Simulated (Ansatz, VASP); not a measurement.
**Two plane-wave programs on Ti2C**

```
CELL_PARAMETERS angstrom
1.46203 0.84410 4.82086
-1.46203 0.84410 4.82086
0.00000 -1.68821 4.82086
ATOMIC_POSITIONS crystal
Ti 0.24521 0.24521 0.24521
Ti 0.75479 0.75479 0.75479
C 0.50000 0.50000 0.50000
```

Change from the starting cell: strain -0.050 along x and y, +0.000 along z, atoms carried along.

Alike in both runs: task single point; functional r2SCAN; k mesh 18 × 18 × 18; occupations gaussian, width 0.15 eV; no spin polarisation.

```csv
,VASP,Ansatz
version,VASP 6.6.1,Ansatz 0.2.0
potentials or method,"VASP PAW PBE potentials, release 64 (Ti_sv, C), cutoff 520 eV","scalar-relativistic, plane waves, PAW"
valence electrons in the cell,28,28
```

```tsv
	VASP	Ansatz	Ansatz less VASP
gap on the k mesh at the Fermi level (eV)	none	none	-
pressure (GPa)	25.5	24.6	-0.90
traceless stress, the component that is largest in VASP (GPa)	-9.57	-9.55	+0.013
rms of the force components (eV/Å)	0.550	0.504	-0.0467
```

VASP's potentials were made for PBE, not for r2SCAN. Atom by atom the forces differ by 0.047 eV/Å (rms over components). A gap of «none» marks a metal or a gap that the smearing closes. With one functional, cell and mesh, what is left measures potentials, basis and numerics.
